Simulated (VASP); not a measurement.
Input of a VASP 6.6.1 run:

Contents of INCAR:

```
  PREC = Accurate
  ENCUT = 520
  EDIFF = 1E-7
  ISMEAR = 0
  SIGMA = 0.1
  LREAL = F
  LASPH = T
  NELM = 80
  ALGO = Normal
  ISIF = 2
  LWAVE = F
  LCHARG = T
  GGA = CA
  LELF = T
  LVHAR = T
  NBANDS = 26
```

Contents of KPOINTS:

```
regular mesh
0
Gamma
  6 6 6
```

POSCAR

```
Si
1.0
    4.7132352766      2.7211876557      1.8839989006
   -4.7132352766      2.7211876557      1.8839989006
    0.0000000000     -5.4423753114      1.8839989006
Si
8
Direct
    0.0171024200      0.7149106100      0.5187605000
    0.9828975800      0.2850893900      0.4812395000
    0.7128451500      0.7128451500      0.7128451500
    0.2850893900      0.4812395000      0.9828975800
    0.4812395000      0.9828975800      0.2850893900
    0.7149106100      0.5187605000      0.0171024200
    0.2871548500      0.2871548500      0.2871548500
    0.5187605000      0.0171024200      0.7149106100
```

Potentials or basis: VASP PAW LDA potentials, release 64 (Si).

Launch:

```bash
$ cat potpaw_LDA.64/Si/POTCAR > POTCAR
$ mpirun -np 1 vasp_std > vasp.out
```

Q: Estimate the band gap on the k mesh.

A: Zero (band 16 reaches 7.22 eV, above the bottom of band 17 at 6.99 eV).

Q: Predict the pressure.

A: -2.7 GPa.

Forces in eV/Å, atoms in the order of the input:
```
Si  -0.056  0.041  0.050
Si   0.056 -0.041 -0.050
Si   0.000  0.000  0.045
Si  -0.064 -0.028 -0.050
Si   0.008  0.069 -0.050
Si   0.064  0.028  0.050
Si   0.000  0.000 -0.045
Si  -0.008 -0.069  0.050
```
